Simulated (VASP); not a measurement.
Input of a VASP 6.6.1 run:

File POSCAR:

```
AgB2
1.0
    3.0268039300      0.0000000000      0.0000000000
   -1.5134019700      2.6212891000      0.0000000000
    0.0000000000      0.0000000000      4.0639220000
Ag B
1 2
Direct
    0.0000000000      0.0000000000      0.0000000000
    0.3333333285      0.6666666679      0.5000000000
    0.6666666696      0.3333333282      0.5000000000
```

File INCAR.step1:

```
PREC     = Accurate       # precision mode
ENCUT    = 520            # plane-wave cutoff, eV
ISMEAR   = 1              # smearing method
SIGMA    = 0.1            # smearing width, eV
LREAL    = F              # projectors in reciprocal space
LASPH    = T              # aspherical terms in the spheres
NELM     = 80             # most SCF steps
NBANDS   = 16             # bands
GGA      = PE             # functional
ALGO     = Normal         # electronic algorithm
EDIFF    = 1E-4           # SCF threshold, eV
LWAVE    = T              # write WAVECAR
LCHARG   = F              # write CHGCAR
```

File INCAR.step2:

```
PREC     = Accurate       # precision mode
ENCUT    = 520            # plane-wave cutoff, eV
EDIFF    = 1E-6           # SCF threshold, eV
ISMEAR   = 1              # smearing method
SIGMA    = 0.1            # smearing width, eV
LREAL    = F              # projectors in reciprocal space
LASPH    = T              # aspherical terms in the spheres
NELM     = 80             # most SCF steps
ALGO     = Normal         # electronic algorithm
ISIF     = 2              # what is computed and relaxed
LWAVE    = F              # write WAVECAR
LCHARG   = T              # write CHGCAR
METAGGA  = R2SCAN         # meta-GGA
LMIXTAU  = T            
LELF     = T              # ELF
LVHAR    = T            
NBANDS   = 16             # bands
ISTART   = 1
```

Contents of KPOINTS:

```
regular mesh
0
Gamma
  10 10 7
```

Potentials or basis: VASP PAW PBE potentials, release 64 (Ag, B).

Launch:

```sh
$ cat potpaw_PBE.64/Ag/POTCAR potpaw_PBE.64/B/POTCAR > POTCAR
$ cp INCAR.step1 INCAR
$ mpirun -np 1 vasp_std > vasp.out
$ cp INCAR.step2 INCAR
$ mpirun -np 1 vasp_std > vasp.out
```

Q: Estimate the pressure.

A: -1.5 GPa.

Stress tensor (GPa, compression positive):
```
-2.38  0.00  0.00
 0.00 -2.38  0.00
 0.00  0.00  0.35
```

Caveat: the PAW data sets were made with another functional, which shifts forces and pressure a little.
